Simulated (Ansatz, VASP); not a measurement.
## CdS in VASP and in Ansatz

```
Cd S
1.0
     0.00000    2.72678    2.68260
     2.72678    0.00000    2.68260
     2.72678    2.72678    0.00000
Cd S
1 1
Direct
  0.00000 0.00000 0.00000
  0.50000 0.50000 0.50000
```

Change from the starting cell: uniaxial_z strain -1.6%.

Alike in both runs: task single point; functional r2SCAN; k mesh 8 × 8 × 8; no spin polarisation.

|  | VASP | Ansatz |
| --- | --- | --- |
| version | VASP 6.6.1 | Ansatz 0.2.0 |
| potentials or method | VASP PAW PBE potentials, release 64 (Cd, S) | plane waves, PAW |
| plane-wave cutoff (eV) | 520 | 500 |
| occupations | gaussian, width 0.01 eV | fixed |
| valence electrons in the cell | 18 | 26 |

Ansatz gave:

| Quantity | Value |
| --- | --- |
| gap on the k mesh at the Fermi level (eV) | 0.65 |
| pressure (GPa) | 1.4 |
| traceless stress, the component that is largest in VASP (GPa) | 1.01 |

Q: Which values does VASP return?

A: gap on the k mesh at the Fermi level (eV): 0.63; pressure (GPa): 2.0; traceless stress, the component that is largest in VASP (GPa): 1.05.

VASP's potentials were made for PBE, not for r2SCAN. VASP's potentials hold 18 valence electrons a cell and Ansatz's 26, so a difference there can come from the potentials and not from the codes.
